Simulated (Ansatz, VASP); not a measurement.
**One calculation of CdTe, two programs**

```
Te Cd
1.0
     4.67919    0.00000    0.00000
    -2.33959    4.05230    0.00000
     0.00000    0.00000   13.59622
Te Cd
3 3
Direct
  0.00000 0.00000 0.18387
  0.33333 0.66667 0.46487
  0.66667 0.33333 0.74588
  0.33333 0.66667 0.25412
  0.66667 0.33333 0.53513
  0.00000 0.00000 0.81613
```

Alike in both runs: task single point; functional PBE; k mesh 9 × 9 × 1; occupations gaussian, width 0.05 eV; no spin polarisation.

|  | VASP | Ansatz |
| --- | --- | --- |
| version | VASP 6.6.1 | Ansatz 0.2.0 |
| potentials or method | VASP PAW PBE potentials, release 64 (Te, Cd), cutoff 520 eV | scalar-relativistic, plane waves, PAW |
| valence electrons in the cell | 54 | 108 |

|  | VASP | Ansatz | Ansatz less VASP |
| --- | --- | --- | --- |
| gap on the k mesh at the Fermi level (eV) | none | none | - |
| rms of the force components (eV/Å) | 0.308 | 0.310 | +0.0022 |

A gap of «none» marks a metal or a gap that the smearing closes. VASP's potentials hold 54 valence electrons a cell and Ansatz's 108, so a difference there can come from the potentials and not from the codes. Ansatz's warnings: net force over tolerance, vacuum below fermi, vacuum density over bound.

Neither program's run includes spin-orbit coupling.
